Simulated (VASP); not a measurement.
# CaB6: single point with PBEsol

CaB6:

```xyz
7
Lattice="4.1268 0.0000 0.0000 0.0000 4.1268 0.0000 0.0000 0.0000 4.1268" Properties=species:S:1:pos:R:3 pbc="T T T"
Ca    2.0634    2.0634    2.0634
B     0.0000    0.0000    1.2318
B     0.0000    0.0000    2.8949
B     1.2318    0.0000    0.0000
B     2.8949    0.0000    0.0000
B     0.0000    1.2318    0.0000
B     0.0000    2.8949    0.0000
```

- Program: VASP 6.6.1
- Task: single point
- Functional: PBEsol
- Potentials or basis: VASP PAW PBE potentials, release 64 (Ca_sv, B)
- Cutoff: 520 eV
- k mesh: 6 × 6 × 6
- Occupations: fermi-dirac, width 0.02 eV
- Spin: no spin polarisation

```
Pressure               : 0.3 GPa
Largest force          : 0.029 eV/Å
Band gap on the k mesh : 0.11 eV (least direct gap 0.26 eV)
```

Forces on the atoms (eV/Å):
```
Ca   0.000  0.000  0.000
B    0.000  0.000  0.029
B    0.000  0.000 -0.029
B    0.029  0.000  0.000
B   -0.029  0.000  0.000
B    0.000  0.029  0.000
B    0.000 -0.029  0.000
```

Levels at points of the mesh, in eV from the valence-band top:
| k point | band 11 | band 12 | band 13 | band 14 | band 15 | band 16 | band 17 | band 18 |
| --- | --- | --- | --- | --- | --- | --- | --- | --- |
| (0.00, 0.00, 0.00) | -5.26 | -0.29 | -0.29 | -0.29 | 2.86 | 2.86 | 2.86 | 3.41 |
| (0.50, 0.00, 0.00) | -2.38 | -2.38 | -1.74 | -0.14 | 0.11 | 3.26 | 3.26 | 3.88 |
| (0.50, 0.50, 0.00) | -2.71 | -2.71 | -1.43 | -1.43 | 3.07 | 3.07 | 4.14 | 4.48 |
| (0.50, 0.50, 0.50) | -4.39 | -1.04 | -1.04 | -1.04 | 4.24 | 4.87 | 4.87 | 4.98 |

Wall time 12 s on 1 thread of Intel(R) Xeon(R) 6975P-C (Granite Rapids), with other jobs on the host, peak memory 0.18 GiB.

Caveat: the PAW data sets were made with another functional, which shifts forces and pressure a little. A k mesh can miss the band edges.
